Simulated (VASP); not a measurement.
Wanted: the native input for a VASP 6.6.1 run.

| Item | Value |
| --- | --- |
| Task | single point |
| Functional | PBE |
| Potentials or basis | VASP PAW PBE potentials, release 64 (Cs_sv, Pt) |
| Cutoff | 520 eV |
| k mesh | 6 × 6 × 4 |
| Occupations | gaussian, width 0.1 eV |
| Spin | no spin polarisation |
| Dipole correction | no |
| Further INCAR settings | ALGO = Normal; EDIFF = 1e-07; NBANDS = 16 |

The structure of CsPt lies in POSCAR:

```
CsPt
1.0
    4.9599324800      0.0000000000      0.0000000000
   -2.4799662400      4.2954275300      0.0000000000
    0.0000000000      0.0000000000      6.4543174400
Cs Pt
1 1
Direct
    0.0000000000      0.0000000000      0.0000000000
    0.3333333300      0.6666666700      0.5000000000
```

The input as run:

INCAR

```
SYSTEM = CsPt
ALGO = Normal ; EDIFF = 1E-7
ENCUT = 520 ; GGA = PE
ISIF = 2 ; ISMEAR = 0
LASPH = .TRUE. ; LCHARG = .TRUE.
LELF = .TRUE. ; LREAL = .FALSE.
LVHAR = .TRUE. ; LWAVE = .FALSE.
NBANDS = 16 ; NELM = 80
PREC = Accurate ; SIGMA = 0.1
```

KPOINTS

```
k-points
0
G
  6 6 4
  0 0 0
```

Potentials or basis: VASP PAW PBE potentials, release 64 (Cs_sv, Pt).

Launch:

```bash
$ cat potpaw_PBE.64/Cs_sv/POTCAR potpaw_PBE.64/Pt/POTCAR > POTCAR
$ mpirun -np 1 vasp_std > vasp.out
```

It gave:

| Item | Value |
| --- | --- |
| Pressure | -2.2 GPa |

It took 73 s on 1 thread of Oxide Virtual Turin-like Processor, on a shared host, peak memory 0.24 GiB.
